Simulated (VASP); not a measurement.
Here is a VASP 6.6.1 calculation.

Contents of INCAR:

```
SYSTEM = Si
ALGO     = Normal         ! electronic algorithm
EDIFF    = 1E-6           ! SCF threshold, eV
ENCUT    = 520            ! plane-wave cutoff, eV
GGA      = CA             ! functional
ISIF     = 2              ! what is computed and relaxed
ISMEAR   = -1             ! smearing method
LASPH    = .TRUE.         ! aspherical terms in the spheres
LCHARG   = .FALSE.        ! write CHGCAR
LREAL    = .FALSE.        ! projectors in reciprocal space
LWAVE    = .FALSE.        ! write WAVECAR
NBANDS   = 11             ! bands
NELM     = 100            ! most SCF steps
PREC     = Accurate       ! precision mode
SIGMA    = 0.1            ! smearing width, eV
```

Contents of KPOINTS:

```
k-points
0
G
  13 13 13
  0 0 0
```

Contents of POSCAR:

```
Si
1.0
    0.0000000000      2.5882106009      2.5882106009
    2.5882106009      0.0000000000      2.5882106009
    2.5882106009      2.5882106009      0.0000000000
Si
2
Direct
   -0.1250000000     -0.1250000000     -0.1250000000
    0.1250000000      0.1250000000      0.1250000000
```

Potentials or basis: VASP PAW LDA potentials, release 64 (Si).

Run with:

```sh
$ cat potpaw_LDA.64/Si/POTCAR > POTCAR
$ mpirun -np 1 vasp_std > vasp.out
```

(1) Estimate the pressure.

(2) Predict the band gap on the k mesh.

Results:

(1) 16.2 GPa.

(2) 0.21 eV (least direct gap 2.57 eV).

Caveat: the cell stands under pressure; an odd mesh through Γ misses points on the zone boundary, where band edges can lie.
